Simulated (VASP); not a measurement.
# TiAl in VASP: notebook

TiAl is run at these levels: r2SCAN, LDA; tasks: single point.

Program: VASP 6.6.1. These are calculated values, not measurements. Logs are shortened: lines on timing, memory, paths and dates and some standing lists are left out, and cuts for length are marked.

**1. The cell of the first run**

The typed cell holds 2 atoms: a = 2.867 Å, b = 2.867 Å, c = 4.678 Å, α = 90.00°, β = 90.00°, γ = 120.00°.

**2. Single point, r2SCAN**

File POSCAR:

```
TiAl
1.0
    2.8672622327      0.0000000000      0.0000000000
   -1.4336311163      2.4831219328      0.0000000000
    0.0000000000      0.0000000000      4.6780830000
Ti Al
1 1
Direct
   -0.0097550000      0.0048560000      0.0113100000
    0.3481230000      0.6626870000      0.5163250000
```

File INCAR.step1:

```
SYSTEM = TiAl
PREC = Accurate
ENCUT = 520
ISMEAR = -1
SIGMA = 0.05
LREAL = .FALSE.
LASPH = .TRUE.
NELM = 80
NBANDS = 14
GGA = PE
ALGO = Normal
EDIFF = 1E-4
LWAVE = .TRUE.
LCHARG = .FALSE.
```

File INCAR.step2:

```
SYSTEM = TiAl
PREC = Accurate
ENCUT = 520
EDIFF = 1E-6
ISMEAR = -1
SIGMA = 0.05
LREAL = .FALSE.
LASPH = .TRUE.
NELM = 80
ALGO = Normal
ISIF = 2
LWAVE = .FALSE.
LCHARG = .TRUE.
METAGGA = R2SCAN
LMIXTAU = .TRUE.
LELF = .TRUE.
LVHAR = .TRUE.
NBANDS = 14
ISTART = 1
```

File KPOINTS:

```
Automatic mesh
0
G
  12 12 7
  0 0 0
```

Potentials or basis: VASP PAW PBE potentials, release 64 (Ti_sv, Al).

On the command line:

```bash
cat potpaw_PBE.64/Ti_sv/POTCAR potpaw_PBE.64/Al/POTCAR > POTCAR
cp INCAR.step1 INCAR
mpirun -np 1 vasp_std > vasp.out
cp INCAR.step2 INCAR
mpirun -np 1 vasp_std > vasp.out
```

OUTCAR:

```text
SYSTEM = TiAl
   PREC = Accurate
   ENCUT = 520
   EDIFF = 1E-6
   ISMEAR = -1
   LREAL = .FALSE.
   LASPH = .TRUE.
   NELM = 80
   ISIF = 2
   METAGGA = R2SCAN
   ISTART = 1

 ion  position               nearest neighbor table
   1  0.990  0.005  0.011-   2 2.81   2 2.83   2 2.85   2 2.87   2 2.90   2 2.93
   2  0.348  0.663  0.516-   1 2.81   1 2.83   1 2.85   1 2.87   1 2.90   1 2.93

  LATTYP: Found a hexagonal cell.
 ALAT       =     2.8672622327
 C/A-ratio  =     1.6315504549

  Lattice vectors:

 A1 = (   2.8672622327,   0.0000000000,   0.0000000000)
 A2 = (  -1.4336311163,   2.4831219328,   0.0000000000)
 A3 = (   0.0000000000,   0.0000000000,   4.6780830000)

Analysis of symmetry for initial positions (statically):
=====================================================================
 Subroutine PRICEL returns:
 Original cell was already a primitive cell.

 Routine SETGRP: Setting up the symmetry group for a
 hexagonal supercell.

 Subroutine GETGRP returns: Found  1 space group operations
 (whereof  1 operations were pure point group operations)
 out of a pool of 24 trial point group operations.

The static configuration has the point symmetry C_1 .

Analysis of symmetry for dynamics (positions and initial velocities):
=====================================================================
 Subroutine PRICEL returns:
 Original cell was already a primitive cell.

 Routine SETGRP: Setting up the symmetry group for a
 hexagonal supercell.

 Subroutine GETGRP returns: Found  1 space group operations
 (whereof  1 operations were pure point group operations)
 out of a pool of 24 trial point group operations.

The dynamic configuration has the point symmetry C_1 .

 Subroutine INISYM returns: Found  1 space group operations
 (whereof  1 operations are pure point group operations),
 and found     1 'primitive' translations

----------------------------------------------------------------------------------------

                                     Primitive cell

  volume of cell :      33.3068

  direct lattice vectors                    reciprocal lattice vectors
     2.867262233  0.000000000  0.000000000     0.348764751  0.201359423  0.000000000
    -1.433631116  2.483121933  0.000000000     0.000000000  0.402718846  0.000000000
     0.000000000  0.000000000  4.678083000     0.000000000  0.000000000  0.213762774

  length of vectors
     2.867262233  2.867262233  4.678083000     0.402718846  0.402718846  0.213762774

  position of ions in fractional coordinates (direct lattice)
     0.990245000  0.004856000  0.011310000
     0.348123000  0.662687000  0.516325000

  ion indices of the primitive-cell ions
   primitive index   ion index
                 1           1
                 2           2

----------------------------------------------------------------------------------------

 KPOINTS: Automatic mesh

Automatic generation of k-mesh.
 Grid dimensions read from file:
 generate k-points for:   12   12    7

 Generating k-lattice:

  Cartesian coordinates                     Fractional coordinates (reciprocal lattice)
     0.029063729  0.016779952  0.000000000     0.083333333  0.000000000  0.000000000
     0.000000000  0.033559904  0.000000000     0.000000000  0.083333333  0.000000000
     0.000000000  0.000000000  0.030537539     0.000000000  0.000000000  0.142857143

  Length of vectors
     0.033559904  0.033559904  0.030537539

  Shift w.r.t. Gamma in fractional coordinates (k-lattice)
     0.000000000  0.000000000  0.000000000

 Subroutine IBZKPT returns following result:
 ===========================================

 Found    506 irreducible k-points:

 Following reciprocal coordinates:
            Coordinates               Weight
  0.000000  0.000000  0.000000      1.000000
  0.083333 -0.000000  0.000000      2.000000
  0.000000  0.083333  0.000000      2.000000
 -0.083333  0.083333  0.000000      2.000000
  0.166667 -0.000000  0.000000      2.000000
  0.000000  0.166667  0.000000      2.000000
[... 16 lines left out ...]
  0.166667  0.083333  0.000000      2.000000
 -0.083333  0.250000  0.000000      2.000000
 [... further k-points ...]
   k-points           NKPTS =    506   k-points in BZ     NKDIM =    506   number of bands    NBANDS=     14
   number of dos      NEDOS =    301   number of ions     NIONS =      2
   total plane-waves  NPLWV =  20736
   dimension x,y,z NGX =    24 NGY =   24 NGZ =   36
   dimension x,y,z NGXF=    48 NGYF=   48 NGZF=   72
   ions per type =               1   1
   NGX,Y,Z   is equivalent  to a cutoff of  13.92, 13.92, 12.79 a.u.
   NGXF,Y,Z  is equivalent  to a cutoff of  27.83, 27.83, 25.59 a.u.
 SYSTEM =  TiAl
   PREC   = accura    normal or accurate (medium, high low for compatibility)
   ISTART =      1    job   : 0-new  1-cont  2-samecut
   ICHARG =      0    charge: 1-file 2-atom 10-const
   ISPIN  =      1    spin polarized calculation?
   LNONCOLLINEAR =      F non collinear calculations
   LSORBIT =      F    spin-orbit coupling
   LASPH  =      T    aspherical Exc in radial PAW
   ENCUT  =  520.0 eV  38.22 Ry    6.18 a.u.   5.33  5.33  8.70*2*pi/ulx,y,z
   NELM   =     80;   NELMIN=  2; NELMDL=  0     # of ELM steps
   EDIFF  = 0.1E-05   stopping-criterion for ELM
   LREAL  =      F    real-space projection
   EDIFFG = 0.1E-04   stopping-criterion for IOM
   NSW    =      0    number of steps for IOM
   IBRION =     -1    ionic relax: 0-MD 1-quasi-New 2-CG
   NFREE  =      0    steps in history (QN), initial steepest desc. (CG)
   ISIF   =      2    stress and relaxation
   ISYM   =      2    0-nonsym 1-usesym 2-fastsym
   POTIM  = 0.5000    time-step for ionic-motion
   TEBEG  =    0.0;   TEEND  =   0.0 temperature during run
   PSTRESS=    0.0 pullay stress
   NELECT =      15.0000    total number of electrons
   NUPDOWN=      -1.0000    fix difference up-down
   EMIN   =  10.00;   EMAX   =-10.00  energy-range for DOS
   EFERMI =   0.00;   METHOD = LEGACY
   ISMEAR =    -1;   SIGMA  =   0.05  broadening in eV -4-tet -1-fermi 0-gaus
   EFERMI_NEDOS =   21; number of points for ismear=-14 and -15
   IALGO  =     38    algorithm
   IMIX   =      4    mixing-type and parameters
     AMIX     =   0.40;   BMIX     =  1.00
     AMIX_MAG =   1.60;   BMIX_MAG =  1.00
  volume/ion in A,a.u.               =      16.65       112.38
  Fermi-wavevector in a.u.,A,eV,Ry     =   1.254857  2.371335 21.424622  1.574665
  Thomas-Fermi vector in A             =   2.388641
   LORBIT       =      0    0 simple, 1 ext, 2 COOP (PROOUT), +10 PAW based schemes
   METAGGA = R2SCAN    functional components
   LHFCALC =     F    Hartree Fock is set to
   AEXX    =    0.0000 exact exchange contribution
   IVDW    =     0    specifies the selected vdW correction
   LEPSILON=     F    determine dielectric tensor
   LRPA    =     F    only Hartree local field effects (RPA)
 non-spin polarized calculation
  energy-cutoff  :      520.00
  volume of cell :       33.31
 maximum number of plane-waves:       917
 NGX is ok and might be reduce to    24
   NGX = 11   NGY = 11   NGZ = 17

 number of electron      15.0000000 magnetization

 Free energy of the ion-electron system (eV)
  ---------------------------------------------------
  ext. energy  EPLUGINS =         0.00000000
  ---------------------------------------------------
  free energy    TOTEN  =       -20.22850483 eV

  energy without entropy =      -20.20790114  energy(sigma->0) =      -20.21820298

 E-fermi :   7.8510     XC(G=0): -11.7462

 val. band max:        7.8492338170   @ k =  -0.4167   0.1667  -0.2857
 cond. band min:       7.8512238803   @ k =   0.1667   0.2500  -0.2857
 fundamental gap:      0.0019900633
 Fermi energy:         7.8509754728

 k-point     1 :       0.0000    0.0000    0.0000
  band No.  band energies     occupation
      1     -51.0101      2.00000
      2     -26.2840      2.00000
      3     -25.8592      2.00000
      4     -25.8534      2.00000
      5      -1.6159      2.00000
      6       5.4076      2.00000
      7       5.7515      2.00000
      8       9.2720      0.00000
      9       9.2830      0.00000
     10      10.8874      0.00000
     11      10.9401      0.00000
     12      12.0508      0.00000
     13      21.5034      0.00000
     14      21.5223      0.00000

 k-point     2 :       0.0833   -0.0000    0.0000
  band No.  band energies     occupation
      1     -51.0034      2.00000
      2     -26.2774      2.00000
      3     -25.8960      2.00000
      4     -25.8675      2.00000
      5      -1.4332      2.00000
      6       5.5997      2.00000
      7       5.7864      2.00000
      8       9.1034      0.00000
      9       9.4194      0.00000
     10      10.8747      0.00000
     11      10.9349      0.00000
     12      12.0949      0.00000
     13      19.1673      0.00000
     14      20.2697      0.00000

 k-point     3 :       0.0000    0.0833    0.0000
  band No.  band energies     occupation
      1     -51.0034      2.00000
      2     -26.2774      2.00000
      3     -25.8975      2.00000
      4     -25.8660      2.00000
      5      -1.4332      2.00000
      6       5.5998      2.00000
      7       5.7878      2.00000
      8       9.1013      0.00000
      9       9.4214      0.00000
     10      10.8617      0.00000
     11      10.9461      0.00000
     12      12.0934      0.00000
     13      19.1747      0.00000
     14      20.2677      0.00000
[... 324 lines left out ...]
 k-point    23 :       0.1667    0.0833    0.0000
  band No.  band energies     occupation
      1     -50.9693      2.00000
      2     -26.2436      2.00000
      3     -26.0974      2.00000
      4     -25.9234      2.00000
      5      -0.3581      2.00000
      6       5.9564      2.00000
      7       6.5638      2.00000
      8       8.3062      0.00022
      9      10.2394      0.00000
     10      10.5584      0.00000
     11      11.2445      0.00000
     12      12.3076      0.00000
     13      14.9946      0.00000
     14      16.7473      0.00000

 k-point    24 :      -0.0833    0.2500    0.0000
  band No.  band energies     occupation
      1     -50.9693      2.00000
      2     -26.2438      2.00000
      3     -26.1007      2.00000
      4     -25.9196      2.00000
      5      -0.3593      2.00000
      6       5.9851      2.00000
      7       6.5700      2.00000
      8       8.2946      0.00028
      9      10.2403      0.00000
     10      10.5096      0.00000
     11      11.2523      0.00000
     12      12.2726      0.00000
     13      15.0082      0.00000
     14      16.8062      0.00000

 [... further k-points ...]
[... 5 lines left out ...]
  --------------------------------------------------------------------------------------
  -------------------------------------------------------------------------------------
  Total       -0.1755441     -0.0127134     -0.3931959      0.2961995     -0.0030029      0.0166868
  in kB       -8.4442961     -0.6115577    -18.9141227     14.2482502     -0.1444512      0.8026935
  external PRESSURE =      -9.3233255 kB  Pullay stress =       0.0000000 kB

 VOLUME and BASIS-vectors are now :
 -----------------------------------------------------------------------------
  energy-cutoff  :      520.00
  volume of cell :       33.31
      direct lattice vectors                 reciprocal lattice vectors
     2.867262233  0.000000000  0.000000000     0.348764751  0.201359423  0.000000000
    -1.433631116  2.483121933  0.000000000     0.000000000  0.402718846  0.000000000
     0.000000000  0.000000000  4.678083000     0.000000000  0.000000000  0.213762774

 POSITION                                       TOTAL-FORCE (eV/Angst)
 -----------------------------------------------------------------------------------
      2.83233      0.01206      0.05291         0.163982     -0.029058      0.171192
      0.04811      1.64553      2.41541        -0.163982      0.029058     -0.171192
 -----------------------------------------------------------------------------------
    total drift:                                0.000207      0.000086      0.000027

  FREE ENERGIE OF THE ION-ELECTRON SYSTEM (eV)
  ---------------------------------------------------
  free  energy   TOTEN  =       -20.2285048254 eV

  energy  without entropy=      -20.2079011373  energy(sigma->0) =      -20.21820298
```

It took 8.7 min on 1 thread of Intel Xeon 6975P-C, shared host; peak memory 0.36 GiB.

Results:

```
Free energy   : -20.2285 eV
Pressure      : -0.9 GPa
Largest force : 0.239 eV/Å
```

Forces in eV/Å, atoms in the order of the input:
```
Ti   0.164 -0.029  0.171
Al  -0.164  0.029 -0.171
```

Stress tensor (GPa, compression positive):
```
-0.84  1.42  0.08
 1.42 -0.06 -0.01
 0.08 -0.01 -1.89
```

Levels at points of the mesh, in eV from the Fermi level:
```tsv
k point	band 5	band 6	band 7	band 8	band 9	band 10	band 11	band 12
(0.00, 0.00, 0.00)	-9.47	-2.44	-2.10	1.42	1.43	3.04	3.09	4.20
(0.50, 0.00, 0.00)	-3.93	-2.99	-1.59	-1.02	2.38	4.19	4.24	4.36
(0.00, 0.50, 0.00)	-3.93	-3.00	-1.56	-1.02	2.37	4.19	4.26	4.31
(0.50, 0.50, 0.00)	-3.92	-3.04	-1.48	-1.00	2.35	4.15	4.19	4.30
```

Caveat: the PAW data sets were made with another functional, which shifts forces and pressure a little.

(Part 1 of 3 ends here.)
